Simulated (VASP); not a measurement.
# CdTe (rocksalt type) (Fm-3m) in VASP: relaxation of cell and atoms with PBE

Aim: the relaxation of cell and atoms of CdTe (rocksalt type) with PBE.

All numbers are computed with VASP 6.6.1; they aren't measurements. Logs are shortened: lines on timing, memory, paths and dates and some standing lists are left out, and cuts for length are marked.

## 1. The cell of the first run

The structure is cubic, space group Fm-3m (No. 225). Conventional cell: a = 5.796 Å, b = 5.796 Å, c = 5.796 Å, α = 90.00°, β = 90.00°, γ = 90.00°. Cd (site symmetry m-3m) has 6 Te at 2.90 Å within 3.8 Å. Within 3.8 Å of Te (site symmetry m-3m) lie 6 Cd at 2.90 Å.

## 2. Relaxation of cell and atoms, PBE

INCAR

```
SYSTEM = CdTe
ALGO = Normal
EDIFF = 1E-6
EDIFFG = -0.005
ENCUT = 600
GGA = PE
IBRION = 2
ISIF = 3
ISMEAR = -1
LASPH = .True.
LCHARG = .False.
LREAL = .False.
LWAVE = .False.
NELM = 80
NSW = 100
PREC = Accurate
SIGMA = 0.05
```

KPOINTS

```
k-points
0
Gamma
  12 12 12
  0 0 0
```

POSCAR

```
CdTe
1.0
    0.0000000000      2.8981565879      2.8981565879
    2.8981565879      0.0000000000      2.8981565879
    2.8981565879      2.8981565879      0.0000000000
Cd Te
1 1
Direct
    0.0000000000      0.0000000000      0.0000000000
    0.5000000000      0.5000000000      0.5000000000
```

Potentials or basis: VASP PAW PBE potentials, release 64 (Cd, Te).

Command:

```bash
$ cat potpaw_PBE.64/Cd/POTCAR potpaw_PBE.64/Te/POTCAR > POTCAR
$ mpirun -np 1 vasp_std > vasp.out
```

OUTCAR:

```text
SYSTEM = CdTe
   EDIFF = 1E-6
   EDIFFG = -0.005
   ENCUT = 600
   GGA = PE
   IBRION = 2
   ISIF = 3
   ISMEAR = -1
   LASPH = .True.
   LREAL = .False.
   NELM = 80
   NSW = 100
   PREC = Accurate

 ion  position               nearest neighbor table
   1  0.000  0.000  0.000-   2 2.90   2 2.90   2 2.90   2 2.90   2 2.90   2 2.90
   2  0.500  0.500  0.500-   1 2.90   1 2.90   1 2.90   1 2.90   1 2.90   1 2.90

  LATTYP: Found a face centered cubic cell.
 ALAT       =     5.7963131758

  Lattice vectors:

 A1 = (   0.0000000000,   2.8981565879,   2.8981565879)
 A2 = (   2.8981565879,   0.0000000000,   2.8981565879)
 A3 = (   2.8981565879,   2.8981565879,   0.0000000000)

Analysis of symmetry for initial positions (statically):
=====================================================================
 Subroutine PRICEL returns:
 Original cell was already a primitive cell.

 Routine SETGRP: Setting up the symmetry group for a
 face centered cubic supercell.

 Subroutine GETGRP returns: Found 48 space group operations
[... 9 lines left out ...]

 Routine SETGRP: Setting up the symmetry group for a
 face centered cubic supercell.

 Subroutine GETGRP returns: Found 48 space group operations
[... 11 lines left out ...]
                                     Primitive cell

  volume of cell :      48.6850

  direct lattice vectors                    reciprocal lattice vectors
     0.000000000  2.898156588  2.898156588    -0.172523459  0.172523459  0.172523459
     2.898156588  0.000000000  2.898156588     0.172523459 -0.172523459  0.172523459
     2.898156588  2.898156588  0.000000000     0.172523459  0.172523459 -0.172523459

  length of vectors
     4.098612352  4.098612352  4.098612352     0.298819397  0.298819397  0.298819397

  position of ions in fractional coordinates (direct lattice)
     0.000000000  0.000000000  0.000000000
     0.500000000  0.500000000  0.500000000

  ion indices of the primitive-cell ions
   primitive index   ion index
                 1           1
                 2           2

----------------------------------------------------------------------------------------

 KPOINTS: k-points

Automatic generation of k-mesh.
 Grid dimensions read from file:
 generate k-points for:   12   12   12

 Generating k-lattice:

  Cartesian coordinates                     Fractional coordinates (reciprocal lattice)
    -0.014376955  0.014376955  0.014376955     0.083333333  0.000000000  0.000000000
     0.014376955 -0.014376955  0.014376955     0.000000000  0.083333333  0.000000000
     0.014376955  0.014376955 -0.014376955     0.000000000  0.000000000  0.083333333

  Length of vectors
     0.024901616  0.024901616  0.024901616

  Shift w.r.t. Gamma in fractional coordinates (k-lattice)
     0.000000000  0.000000000  0.000000000
[... 44 lines left out ...]
   ICHARG =      2    charge: 1-file 2-atom 10-const
   ISPIN  =      1    spin polarized calculation?
   LNONCOLLINEAR =      F non collinear calculations
   LSORBIT =      F    spin-orbit coupling
   LASPH  =      T    aspherical Exc in radial PAW
   ENCUT  =  600.0 eV  44.10 Ry    6.64 a.u.   8.19  8.19  8.19*2*pi/ulx,y,z
   NELM   =     80;   NELMIN=  2; NELMDL= -5     # of ELM steps
   EDIFF  = 0.1E-05   stopping-criterion for ELM
   LREAL  =      F    real-space projection
   EDIFFG = -.5E-02   stopping-criterion for IOM
   NSW    =    100    number of steps for IOM
   IBRION =      2    ionic relax: 0-MD 1-quasi-New 2-CG
   NFREE  =      1    steps in history (QN), initial steepest desc. (CG)
   ISIF   =      3    stress and relaxation
   ISYM   =      2    0-nonsym 1-usesym 2-fastsym
   POTIM  = 0.5000    time-step for ionic-motion
   TEBEG  =    0.0;   TEEND  =   0.0 temperature during run
   PSTRESS=    0.0 pullay stress
   NELECT =      18.0000    total number of electrons
   NUPDOWN=      -1.0000    fix difference up-down
   EMIN   =  10.00;   EMAX   =-10.00  energy-range for DOS
   EFERMI =   0.00;   METHOD = LEGACY
   ISMEAR =    -1;   SIGMA  =   0.05  broadening in eV -4-tet -1-fermi 0-gaus
   EFERMI_NEDOS =   21; number of points for ismear=-14 and -15
   IALGO  =     38    algorithm
   IMIX   =      4    mixing-type and parameters
     AMIX     =   0.40;   BMIX     =  1.00
     AMIX_MAG =   1.60;   BMIX_MAG =  1.00
  volume/ion in A,a.u.               =      24.34       164.27
  Fermi-wavevector in a.u.,A,eV,Ry     =   1.174989  2.220407 18.784194  1.380599
  Thomas-Fermi vector in A             =   2.311377
   LORBIT       =      0    0 simple, 1 ext, 2 COOP (PROOUT), +10 PAW based schemes
   GGA     = PE    functional components
   LHFCALC =     F    Hartree Fock is set to
   AEXX    =    0.0000 exact exchange contribution
   IVDW    =     0    specifies the selected vdW correction
   LEPSILON=     F    determine dielectric tensor
   LRPA    =     F    only Hartree local field effects (RPA)
 conjugate gradient relaxation of ions
 non-spin polarized calculation
  energy-cutoff  :      600.00
  volume of cell :       48.69
 maximum number of plane-waves:      1660
 NGX is ok and might be reduce to    36
   NGX = 17   NGY = 17   NGZ = 17

--------------------------------------- Ionic step        1  -------------------------------------------

 number of electron      18.0000000 magnetization

 Free energy of the ion-electron system (eV)
  ---------------------------------------------------
  ext. energy  EPLUGINS =         0.00000000
  ---------------------------------------------------
  free energy    TOTEN  =        -4.17548108 eV

  energy without entropy =       -4.16933994  energy(sigma->0) =       -4.17241051

 E-fermi :   5.6408     XC(G=0): -10.4616

 val. band max:        5.6257859997   @ k =   0.4167   0.0000   0.0000
 cond. band min:       5.6509798766   @ k =  -0.4167   0.4167   0.0000
 fundamental gap:      0.0251938769
 Fermi energy:         5.6408090661

 k-point     1 :       0.0000    0.0000    0.0000
  band No.  band energies     occupation
      1      -7.0262      2.00000
      2      -3.0646      2.00000
      3      -3.0646      2.00000
      4      -3.0135      2.00000
      5      -3.0135      2.00000
      6      -3.0135      2.00000
      7       5.0319      1.99999
      8       5.0319      1.99999
      9       5.0319      1.99999
     10       6.8450      0.00000
     11      12.8095      0.00000
     12      12.8095      0.00000
     13      12.8095      0.00000
[... 511 lines left out ...]
--------------------------------------- Ionic step        5  -------------------------------------------

 number of electron      17.9999997 magnetization

 Free energy of the ion-electron system (eV)
  ---------------------------------------------------
  ext. energy  EPLUGINS =         0.00000000
  ---------------------------------------------------
  free energy    TOTEN  =        -4.45324231 eV

  energy without entropy =       -4.44498459  energy(sigma->0) =       -4.44911345

 E-fermi :   3.7794     XC(G=0):  -9.6577

 val. band max:        3.7722443105   @ k =   0.5000   0.0000   0.0000
 cond. band min:       3.8139154451   @ k =  -0.2500   0.0833   0.0000
 fundamental gap:      0.0416711346
 Fermi energy:         3.7794173400

 k-point     1 :       0.0000    0.0000    0.0000
  band No.  band energies     occupation
      1      -7.7040      2.00000
      2      -4.4580      2.00000
      3      -4.4580      2.00000
      4      -4.4188      2.00000
      5      -4.4188      2.00000
      6      -4.4188      2.00000
      7       3.3673      1.99947
      8       3.3673      1.99947
      9       3.3673      1.99947
     10       4.0845      0.00447
     11      10.9164      0.00000
     12      10.9164      0.00000
     13      10.9164      0.00000
[... 397 lines left out ...]
  FREE ENERGIE OF THE ION-ELECTRON SYSTEM (eV)
  ---------------------------------------------------
  free  energy   TOTEN  =        -4.4532423082 eV

  energy  without entropy=       -4.4449845866  energy(sigma->0) =       -4.44911345

 reached required accuracy - stopping structural energy minimisation
```

It took 2.2 min on 1 thread of Intel Xeon Platinum 8488C (Sapphire Rapids), shared host; peak memory 0.25 GiB.

What came out:

| Item | Value |
| --- | --- |
| Free energy | -4.4532 eV |
| Relaxed volume | 28.80 Å³/atom |
| Relaxed cell | a = 4.335 Å, b = 4.335 Å, c = 4.335 Å, α = 60.00°, β = 60.00°, γ = 60.00° |
| Space group after relaxing (to 0.05 Å) | Fm-3m (No. 225) |
| Energy gained by relaxing | 138.9 meV/atom |
| Ionic steps | 5 |
| Pressure after relaxing | 0.0 GPa |
| Band gap on the k mesh | zero (band 9 reaches 3.87 eV, above the bottom of band 10 at 2.55 eV) |

The path:
```tsv
step	energy change (eV)	largest force (eV/Å)	pressure (GPa)	volume (Å³)
1	0.0000	0.0000	11.79	48.69
2	-0.2281	0.0000	-3.06	62.43
3	-0.2777	0.0000	0.08	57.52
4	-0.2777	0.0000	-0.07	57.71
5	-0.2778	0.0000	0.00	57.61
```

Final structure:
```
Cd Te
1.0
     0.00000    3.06539    3.06539
     3.06539    0.00000    3.06539
     3.06539    3.06539    0.00000
Cd Te
1 1
Direct
  0.00000 0.00000 0.00000
  0.50000 0.50000 0.50000
```

Caveat: the volume moved by over 15 % at a fixed basis, so the end points are rough; spin-orbit coupling is left out, which moves the levels of the heavy elements.
